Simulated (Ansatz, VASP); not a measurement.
**Two plane-wave programs on Cu**

INCAR

```
SYSTEM = Cu
PREC = Accurate
ENCUT = 520
EDIFF = 1E-6
ISMEAR = -1
SIGMA = 0.01
LREAL = .FALSE.
LASPH = .TRUE.
NELM = 150
ALGO = Normal
ISIF = 2
LWAVE = .FALSE.
LCHARG = .FALSE.
ISPIN = 2
MAGMOM = 1
LORBIT = 11
LMAXMIX = 4
GGA = PS
ISYM = 0
NBANDS = 16
```

The input KPOINTS:

```
regular mesh
0
G
  1 1 1
  0 0 0
```

Contents of POSCAR:

```
Cu
1.0
   14.0000000000      0.0000000000      0.0000000000
    0.0000000000     14.4000000000      0.0000000000
    0.0000000000      0.0000000000     14.8000000000
Cu
1
Direct
    0.5000000000      0.5000000000      0.5000000000
```

Input for Ansatz:

```yaml
crystal:
  lattice:
    - [14.0, 0.0, 0.0]
    - [0.0, 14.4, 0.0]
    - [0.0, 0.0, 14.8]
  atoms:
    - { symbol: Cu, position: [0.5, 0.5, 0.5], spin: 1.0 }
  symmetry: { detect: false, time_reversal: true }
hamiltonian:
  xc: pbesol
  pseudopotentials:
    kind: paw
    azcp:
      Cu: "pseudopotentials/Cu.paw.azcp"
basis:
  ecutwfc: 420
  fft_grid_basis: typed
kpoints:
  mp_grid: { grid: [1, 1, 1], shift: [0, 0, 0] }
magnetization:
  spin_polarized: true
scf:
  occupations: { method: fermi_dirac, width: 0.01 }
output:
  write_density: true
  write_potential: true
  elf: true
  volumetric_format: npy
```

Alike in both runs: task single point; functional PBEsol; k mesh 1 × 1 × 1; occupations fermi-dirac, width 0.01 eV; collinear spin.

|  | VASP | Ansatz |
| --- | --- | --- |
| version | VASP 6.6.1 | Ansatz 0.2.0 |
| potentials or method | VASP PAW PBE potentials, release 64 (Cu), cutoff 520 eV | plane waves (420 eV) with PAW, scalar-relativistic |
| valence electrons in the cell | 11 | 19 |

|  | VASP | Ansatz | Ansatz less VASP |
| --- | --- | --- | --- |
| gap on the k mesh at the Fermi level (eV) | 0.91 | 0.93 | +0.012 |
| net moment per atom (μB) | 1.00 | 1.00 | 0.000 |
| size of the moment on the site where the two differ most (μB) | 0.31 | 1.00 | +0.692 |

VASP's potentials were made for PBE, not for PBEsol, and Ansatz warns of the same on its side. Site moments also hang on the region over which each program counts them. VASP's potentials hold 11 valence electrons a cell and Ansatz's 19, so a difference there can come from the potentials and not from the codes. Ansatz's warnings: xc potential rough in thin density.
